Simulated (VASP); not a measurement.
A run of VASP 6.6.1 is set up as follows.

Contents of INCAR:

```
PREC = Accurate
ENCUT = 520
EDIFF = 1E-6
ISMEAR = -1
SIGMA = 0.05
LREAL = F
LASPH = T
NELM = 100
ALGO = Normal
ISIF = 2
LWAVE = F
LCHARG = F
GGA = PS
NBANDS = 16
```

The input KPOINTS:

```
Automatic mesh
0
Gamma
  7 7 5
```

POSCAR

```
Te
1.0
    3.7686575664     -2.1191692761      0.0000000000
    3.7686575664      2.1191692761      0.0000000000
   -0.0930165102      0.0000000000      5.8953227704
Te
3
Direct
    0.0000000000      0.0000000000      0.0000000000
    0.3094466100      0.3094466100      0.3388094900
    0.6905533900      0.6905533900      0.6611905100
```

Potentials or basis: VASP PAW PBE potentials, release 64 (Te).

Run with:

```console
$ cat potpaw_PBE.64/Te/POTCAR > POTCAR
$ mpirun -np 1 vasp_std > vasp.out
```

**Question.** Predict the largest force.

**Answer.** 0.219 eV/Å.

**Question.** Predict the pressure.

**Answer.** 0.3 GPa.

**Question.** Estimate the band gap on the k mesh.

**Answer.** Zero (bands 9 and 10 overlap by 0.01 eV).

Forces in eV/Å, atoms in the order of the input:
```
Te   0.000  0.000  0.000
Te   0.204  0.000 -0.079
Te  -0.204  0.000  0.079
```

Caveat: the PAW data sets were made with another functional, which shifts forces and pressure a little; spin-orbit coupling is left out, which moves the levels of the heavy elements.
